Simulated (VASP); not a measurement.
**MgO (dscan): relaxation of cell and atoms with r2SCAN**

Crystal: MgO (dscan).

```
Mg O
1.0
     0.00000    2.12450    2.12450
     2.12450    0.00000    2.12450
     2.12450    2.12450    0.00000
Mg O
1 1
Direct
  0.00000 0.00000 0.00000
  0.50000 0.50000 0.50000
```

```json
{
  "Program": "VASP 6.6.1",
  "Task": "relaxation of cell and atoms",
  "Functional": "r2SCAN",
  "Potentials or basis": "VASP PAW PBE potentials, release 64 (Mg_sv, O)",
  "Cutoff": "660 eV",
  "k mesh": "8 × 8 × 8",
  "Occupations": "gaussian, width 0.02 eV",
  "Spin": "no spin polarisation",
  "Dipole correction": "no",
  "Second run": "valence_matched",
  "Further INCAR settings": "ALGO = Normal; EDIFF = 1e-07; IBRION = 2; EDIFFG = -0.002; NSW = 100; ISIF = 3"
}
```

```json
{
  "Relaxed volume": "9.28 Å³/atom",
  "Relaxed cell": "a = 2.972 Å, b = 2.972 Å, c = 2.972 Å, α = 60.00°, β = 60.00°, γ = 60.00°",
  "Space group after relaxing (to 0.05 Å)": "Fm-3m (No. 225)",
  "Energy gained by relaxing": "4.8 meV/atom",
  "Ionic steps": "4",
  "Pressure after relaxing": "0.0 GPa",
  "Band gap on the k mesh": "5.72 eV, direct"
}
```

Step by step:
```csv
step,energy change (eV),largest force (eV/Å),pressure (GPa),volume (Å³)
1,0.0000,0.0000,-5.04,19.18
2,-0.0082,0.0000,1.78,18.35
3,-0.0095,0.0000,-0.14,18.57
4,-0.0095,0.0000,0.00,18.56
```

Final structure:
```
Mg O
1.0
     0.00000    2.10126    2.10126
     2.10126    0.00000    2.10126
     2.10126    2.10126    0.00000
Mg O
1 1
Direct
  0.00000 0.00000 0.00000
  0.50000 0.50000 0.50000
```

Levels at points of the mesh, in eV from the valence-band top:
```
           k point  band 4  band 5  band 6  band 7  band 8  band 9  band 10  band 11  band 12
(0.00, 0.00, 0.00)  -40.04  -18.22    0.00    0.00    0.00    5.72    16.90    16.90    16.90
(0.50, 0.00, 0.00)  -40.05  -16.93   -4.63   -0.68   -0.68    8.87    13.93    17.58    17.58
(0.50, 0.50, 0.00)  -40.07  -16.72   -4.10   -1.38   -1.38   10.05    11.25    14.39    20.57
```

It took 2.5 min on 1 thread of Intel(R) Xeon(R) Platinum 8488C (Sapphire Rapids), with other jobs on the host, peak memory 0.16 GiB.

Caveat: the PAW data sets were made with another functional, which shifts forces and pressure a little. r2SCAN opens gaps a little over a GGA but as a rule still falls short of measured ones.
